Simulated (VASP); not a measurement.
Set up this calculation in VASP 6.6.1, as the native input.

```
Task                   : single point
Functional             : LDA
Potentials or basis    : VASP PAW LDA potentials, release 64 (Pt)
Cutoff                 : 520 eV
k mesh                 : 12 × 12 × 6
Occupations            : fermi-dirac, width 0.1 eV
Spin                   : no spin polarisation
Dipole correction      : no
Further INCAR settings : ALGO = Normal; EDIFF = 1e-06; NBANDS = 17
```

The structure of Pt lies in POSCAR:

```
Pt
1.0
    2.7969947187      0.0000000000      0.0000000000
   -1.3984973594      2.4222685948      0.0000000000
    0.0000000000      0.0000000000      4.8551956265
Pt
2
Direct
    0.6666666667      0.3333333333      0.7500000000
    0.3333333333      0.6666666667      0.2500000000
```

These files were run (other wordings do the same):

INCAR

```
SYSTEM = Pt
ALGO     = Normal         ! electronic algorithm
EDIFF    = 1E-6           ! SCF threshold, eV
ENCUT    = 520            ! plane-wave cutoff, eV
ISIF     = 2              ! what is computed and relaxed
ISMEAR   = -1             ! smearing method
LASPH    = .TRUE.         ! aspherical terms in the spheres
LCHARG   = .FALSE.        ! write CHGCAR
LREAL    = .FALSE.        ! projectors in reciprocal space
LWAVE    = .FALSE.        ! write WAVECAR
NBANDS   = 17             ! bands
NELM     = 100            ! most SCF steps
PREC     = Accurate       ! precision mode
SIGMA    = 0.1            ! smearing width, eV
```

KPOINTS

```
k-points
0
G
  12 12 6
  0 0 0
```

Potentials or basis: VASP PAW LDA potentials, release 64 (Pt).

Command:

```bash
$ cat potpaw_LDA.64/Pt/POTCAR > POTCAR
$ mpirun -np 1 vasp_std > vasp.out
```

Results of the run:

The pressure is -22.4 GPa and the band gap on the k mesh is zero (band 10 reaches 9.96 eV, above the bottom of band 11 at 8.76 eV).

Caveat: spin-orbit coupling is left out, which moves the levels of the heavy elements.

Run time: 12 s on 1 thread of Intel(R) Xeon(R) 6975P-C (Granite Rapids), on a shared host, peak memory 0.16 GiB.
